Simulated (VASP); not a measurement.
# Si7Ge (P1) in VASP: single point with PBEsol

Aim: the single point of Si7Ge with PBEsol.

All numbers are computed with VASP 6.6.1; they aren't measurements. Logs are shortened: lines on timing, memory, paths and dates and some standing lists are left out, and cuts for length are marked.

### Step 1. The cell of the first run

The typed cell holds 8 atoms: a = 5.821 Å, b = 5.829 Å, c = 5.410 Å, α = 92.41°, β = 86.69°, γ = 89.60°.

### Step 2. Single point, PBEsol (atoms moved at random and the cell strained at random)

The input, INCAR:

```
SYSTEM = Si7Ge
ALGO = Normal ; EDIFF = 1E-6
ENCUT = 520 ; GGA = PS
ISIF = 2 ; ISMEAR = 0
LASPH = .True. ; LCHARG = .False.
LREAL = .False. ; LWAVE = .False.
NBANDS = 31 ; NELM = 80
PREC = Accurate ; SIGMA = 0.03
```

The input, KPOINTS:

```
k-points
0
Gamma
  6 6 6
  0 0 0
```

The input, POSCAR:

```
Si7Ge
1.0
    5.8184197575      0.0220567729      0.1623135920
    0.0220567729      5.8280513568     -0.1182132581
    0.1623135920     -0.1182132581      5.4060088520
Si Ge
7 1
Direct
    0.2801172079      0.2428193477      0.2976284833
   -0.0075743905      0.4739735306      0.4694281988
    0.4733009977      0.4678307325     -0.0022755561
    0.4822103901      0.0095220688      0.5339976655
    0.7472424897      0.2533541920      0.7398577635
    0.7382637245      0.7345647215      0.2104577128
    0.2829933703      0.8087245769      0.7274098180
    0.0034462103      0.0092108301      0.0234959142
```

Potentials or basis: VASP PAW PBE potentials, release 64 (Si, Ge_d).

Launch:

```
$ cat potpaw_PBE.64/Si/POTCAR potpaw_PBE.64/Ge_d/POTCAR > POTCAR
$ mpirun -np 1 vasp_std > vasp.out
```

OUTCAR:

```text
SYSTEM = Si7Ge
   EDIFF = 1E-6
   ENCUT = 520
   GGA = PS
   ISIF = 2
   ISMEAR = 0
   LASPH = .True.
   LREAL = .False.
   NELM = 80
   PREC = Accurate

 ion  position               nearest neighbor table
   1  0.280  0.243  0.298-   4 2.27   2 2.27   3 2.37   8 2.60
   2  0.992  0.474  0.469-   1 2.27   5 2.40   6 2.62   7 2.95
   3  0.473  0.468  0.998-   1 2.37   5 2.37   6 2.49   7 2.78
   4  0.482  0.010  0.534-   7 1.95   1 2.27   5 2.40   6 2.70
   5  0.747  0.253  0.740-   3 2.37   4 2.40   2 2.40   8 2.65
   6  0.738  0.735  0.210-   8 2.44   3 2.49   2 2.62   4 2.70
   7  0.283  0.809  0.727-   4 1.95   8 2.47   3 2.78   2 2.95
   8  0.003  0.009  0.023-   6 2.44   7 2.47   1 2.60   5 2.65

  LATTYP: Found a triclinic cell.
 ALAT       =     8.1721865072
 B/A-ratio  =     0.6619693215
 C/A-ratio  =     1.0115545112
 COS(alpha) =     0.0110651390
 COS(beta)  =     0.5123633741
 COS(gamma) =     0.7031205436

  Lattice vectors:

 A1 = (  -5.9807333495,   0.0961564852,  -5.5683224440)
 A2 = (  -0.1623135920,   0.1182132581,  -5.4060088520)
 A3 = (  -5.8404765304,  -5.8501081297,  -0.0441003339)

Analysis of symmetry for initial positions (statically):
=====================================================================
 Subroutine PRICEL returns:
 Original cell was already a primitive cell.

 Routine SETGRP: Setting up the symmetry group for a
 triclinic supercell.

 Subroutine GETGRP returns: Found  1 space group operations
 (whereof  1 operations were pure point group operations)
 out of a pool of  2 trial point group operations.

The static configuration has the point symmetry C_1 .

Analysis of symmetry for dynamics (positions and initial velocities):
=====================================================================
 Subroutine PRICEL returns:
 Original cell was already a primitive cell.

 Routine SETGRP: Setting up the symmetry group for a
 triclinic supercell.

 Subroutine GETGRP returns: Found  1 space group operations
 (whereof  1 operations were pure point group operations)
 out of a pool of  2 trial point group operations.

The dynamic configuration has the point symmetry C_1 .

 Subroutine INISYM returns: Found  1 space group operations
 (whereof  1 operations are pure point group operations),
 and found     1 'primitive' translations

----------------------------------------------------------------------------------------

                                     Primitive cell

  volume of cell :     183.0797

  direct lattice vectors                    reciprocal lattice vectors
     5.818419758  0.022056773  0.162313592     0.172015376 -0.000756101 -0.005181237
     0.022056773  5.828051357 -0.118213258    -0.000756101  0.171663399  0.003776467
     0.162313592 -0.118213258  5.406008852    -0.005181237  0.003776467  0.185217494

  length of vectors
     5.820725099  5.829291852  5.409736757     0.172095051  0.171706598  0.185328430

  position of ions in fractional coordinates (direct lattice)
     0.280117208  0.242819348  0.297628483
     0.992425610  0.473973531  0.469428199
     0.473300998  0.467830732  0.997724444
     0.482210390  0.009522069  0.533997666
     0.747242490  0.253354192  0.739857763
     0.738263725  0.734564721  0.210457713
     0.282993370  0.808724577  0.727409818
     0.003446210  0.009210830  0.023495914

  ion indices of the primitive-cell ions
   primitive index   ion index
                 1           1
                 2           2
                 3           3
                 4           4
                 5           5
                 6           6
                 7           7
                 8           8

----------------------------------------------------------------------------------------

 KPOINTS: k-points

Automatic generation of k-mesh.
 Grid dimensions read from file:
 generate k-points for:    6    6    6

 Generating k-lattice:

  Cartesian coordinates                     Fractional coordinates (reciprocal lattice)
     0.028669229 -0.000126017 -0.000863540     0.166666667  0.000000000 -0.000000000
    -0.000126017  0.028610567  0.000629411     0.000000000  0.166666667 -0.000000000
    -0.000863540  0.000629411  0.030869582     0.000000000 -0.000000000  0.166666667

  Length of vectors
     0.028682508  0.028617766  0.030888072

  Shift w.r.t. Gamma in fractional coordinates (k-lattice)
     0.000000000  0.000000000  0.000000000

 Subroutine IBZKPT returns following result:
 ===========================================

 Found    112 irreducible k-points:

 Following reciprocal coordinates:
            Coordinates               Weight
  0.000000  0.000000  0.000000      1.000000
  0.166667 -0.000000  0.000000      2.000000
  0.333333  0.000000  0.000000      2.000000
  0.500000  0.000000 -0.000000      1.000000
 -0.000000  0.166667  0.000000      2.000000
  0.166667  0.166667  0.000000      2.000000
[... 16 lines left out ...]
  0.333333  0.000000  0.166667      2.000000
  0.500000 -0.000000  0.166667      2.000000
 [... further k-points ...]
   k-points           NKPTS =    112   k-points in BZ     NKDIM =    112   number of bands    NBANDS=     31
   number of dos      NEDOS =    301   number of ions     NIONS =      8
   total plane-waves  NPLWV =  92160
   dimension x,y,z NGX =    48 NGY =   48 NGZ =   40
   dimension x,y,z NGXF=    96 NGYF=   96 NGZF=   80
   ions per type =               7   1
   NGX,Y,Z   is equivalent  to a cutoff of  13.71, 13.69, 12.29 a.u.
   NGXF,Y,Z  is equivalent  to a cutoff of  27.42, 27.38, 24.58 a.u.
 SYSTEM =  Si7Ge
   PREC   = accura    normal or accurate (medium, high low for compatibility)
   ISTART =      0    job   : 0-new  1-cont  2-samecut
   ICHARG =      2    charge: 1-file 2-atom 10-const
   ISPIN  =      1    spin polarized calculation?
   LNONCOLLINEAR =      F non collinear calculations
   LSORBIT =      F    spin-orbit coupling
   LASPH  =      T    aspherical Exc in radial PAW
   ENCUT  =  520.0 eV  38.22 Ry    6.18 a.u.  10.82 10.84 10.06*2*pi/ulx,y,z
   NELM   =     80;   NELMIN=  2; NELMDL= -5     # of ELM steps
   EDIFF  = 0.1E-05   stopping-criterion for ELM
   LREAL  =      F    real-space projection
   EDIFFG = 0.1E-04   stopping-criterion for IOM
   NSW    =      0    number of steps for IOM
   IBRION =     -1    ionic relax: 0-MD 1-quasi-New 2-CG
   NFREE  =      0    steps in history (QN), initial steepest desc. (CG)
   ISIF   =      2    stress and relaxation
   ISYM   =      2    0-nonsym 1-usesym 2-fastsym
   POTIM  = 0.5000    time-step for ionic-motion
   TEBEG  =    0.0;   TEEND  =   0.0 temperature during run
   PSTRESS=    0.0 pullay stress
   NELECT =      42.0000    total number of electrons
   NUPDOWN=      -1.0000    fix difference up-down
   EMIN   =  10.00;   EMAX   =-10.00  energy-range for DOS
   EFERMI =   0.00;   METHOD = LEGACY
   ISMEAR =     0;   SIGMA  =   0.03  broadening in eV -4-tet -1-fermi 0-gaus
   EFERMI_NEDOS =   21; number of points for ismear=-14 and -15
   IALGO  =     38    algorithm
   IMIX   =      4    mixing-type and parameters
     AMIX     =   0.40;   BMIX     =  1.00
     AMIX_MAG =   1.60;   BMIX_MAG =  1.00
  volume/ion in A,a.u.               =      22.88       154.44
  Fermi-wavevector in a.u.,A,eV,Ry     =   1.002177  1.893840 13.665137  1.004359
  Thomas-Fermi vector in A             =   2.134647
   LORBIT       =      0    0 simple, 1 ext, 2 COOP (PROOUT), +10 PAW based schemes
   GGA     = PS    functional components
   LHFCALC =     F    Hartree Fock is set to
   AEXX    =    0.0000 exact exchange contribution
   IVDW    =     0    specifies the selected vdW correction
   LEPSILON=     F    determine dielectric tensor
   LRPA    =     F    only Hartree local field effects (RPA)
 non-spin polarized calculation
 Gauss-broadening in eV      SIGMA  =   0.03
  energy-cutoff  :      520.00
  volume of cell :      183.08
 maximum number of plane-waves:      4952
 NGX is ok and might be reduce to    48
   NGX = 21   NGY = 21   NGZ = 21

 number of electron      41.9999997 magnetization

 Free energy of the ion-electron system (eV)
  ---------------------------------------------------
  ext. energy  EPLUGINS =         0.00000000
  ---------------------------------------------------
  free energy    TOTEN  =       -41.16680625 eV

  energy without entropy =      -41.16627783  energy(sigma->0) =      -41.16654204

 E-fermi :   4.7209     XC(G=0):  -9.1932

 val. band max:        4.7087696992   @ k =  -0.0000   0.1667   0.0000
 cond. band min:       4.7210694059   @ k =  -0.0000   0.1667   0.1667
 fundamental gap:      0.0122997067
 Fermi energy:         4.7209254032

 k-point     1 :       0.0000    0.0000    0.0000
  band No.  band energies     occupation
      1     -19.6467      2.00000
      2     -19.6418      2.00000
      3     -19.6374      2.00000
      4     -19.6310      2.00000
      5     -19.6190      2.00000
      6      -7.0679      2.00000
[... 23 lines left out ...]
     30       7.3115      0.00000
     31       8.0789      0.00000

 k-point     2 :       0.1667   -0.0000    0.0000
  band No.  band energies     occupation
      1     -19.6467      2.00000
      2     -19.6419      2.00000
      3     -19.6374      2.00000
      4     -19.6310      2.00000
      5     -19.6190      2.00000
      6      -6.9737      2.00000
[... 23 lines left out ...]
     30       7.9003      0.00000
     31       8.0638      0.00000

 k-point     3 :       0.3333    0.0000    0.0000
  band No.  band energies     occupation
      1     -19.6467      2.00000
      2     -19.6419      2.00000
      3     -19.6374      2.00000
      4     -19.6310      2.00000
      5     -19.6189      2.00000
      6      -6.7098      2.00000
[... 703 lines left out ...]
     30       8.5603      0.00000
     31       8.7208      0.00000

 k-point    24 :       0.5000   -0.0000    0.1667
  band No.  band energies     occupation
      1     -19.6467      2.00000
      2     -19.6419      2.00000
      3     -19.6374      2.00000
      4     -19.6310      2.00000
      5     -19.6189      2.00000
      6      -6.3731      2.00000
[... 23 lines left out ...]
     30       8.6997      0.00000
     31       8.8767      0.00000

 [... further k-points ...]
[... 5 lines left out ...]
  --------------------------------------------------------------------------------------
  -------------------------------------------------------------------------------------
  Total       -4.5454923     -4.8688836     -1.7065782      4.1000572     -3.0232704     -7.5787402
  in kB      -39.7787678    -42.6088480    -14.9347032     35.8806511    -26.4574139    -66.3234968
  external PRESSURE =     -32.4407730 kB  Pullay stress =       0.0000000 kB

 VOLUME and BASIS-vectors are now :
 -----------------------------------------------------------------------------
  energy-cutoff  :      520.00
  volume of cell :      183.08
      direct lattice vectors                 reciprocal lattice vectors
     5.818419758  0.022056773  0.162313592     0.172015376 -0.000756101 -0.005181237
     0.022056773  5.828051357 -0.118213258    -0.000756101  0.171663399  0.003776467
     0.162313592 -0.118213258  5.406008852    -0.005181237  0.003776467  0.185217494

 POSITION                                       TOTAL-FORCE (eV/Angst)
 -----------------------------------------------------------------------------------
      1.68350      1.38616      1.62574        -1.109672      0.052985     -1.508123
      5.86100      2.72874      2.64279        -0.560374      1.971377      0.603244
      2.92613      2.61904      5.41523         0.747536      1.701312     -0.575094
      2.89259      0.00301      2.96394         5.900707      3.023365     -4.272127
      4.47345      1.40558      4.09102         0.570462     -0.201900      0.655865
      4.34589      4.27249      1.17073        -0.193014     -0.446458      1.224414
      1.78248      4.63354      3.88272        -5.437967     -6.374449      4.559485
      0.02407      0.05098      0.12649         0.082322      0.273768     -0.687663
 -----------------------------------------------------------------------------------
    total drift:                               -0.001116      0.000850     -0.000798

  FREE ENERGIE OF THE ION-ELECTRON SYSTEM (eV)
  ---------------------------------------------------
  free  energy   TOTEN  =       -41.1668062494 eV

  energy  without entropy=      -41.1662778279  energy(sigma->0) =      -41.16654204
```

It took 13 min on 1 thread of Intel Xeon Platinum 8259CL at 2.50GHz (Skylake/Cascade Lake), shared host; peak memory 0.63 GiB.

What came out:

```yaml
Free_energy: -41.1668 eV
Pressure: -3.2 GPa
Largest_force: 9.539 eV/Å
Band_gap_on_the_k_mesh: zero (bands 21 and 22 overlap by 0.22 eV)
```

Forces in eV/Å, atoms in the order of the input:
```
Si  -1.110  0.053 -1.508
Si  -0.560  1.971  0.603
Si   0.748  1.701 -0.575
Si   5.901  3.023 -4.272
Si   0.570 -0.202  0.656
Si  -0.193 -0.446  1.224
Si  -5.438 -6.374  4.559
Ge   0.082  0.274 -0.688
```

Caveat: the cell differs from its parent crystal (atoms moved at random and the cell strained at random); the cell stands under tension; semilocal functionals underestimate gaps, and a narrow one can read as zero; the PAW data sets were made with another functional, which shifts forces and pressure a little.
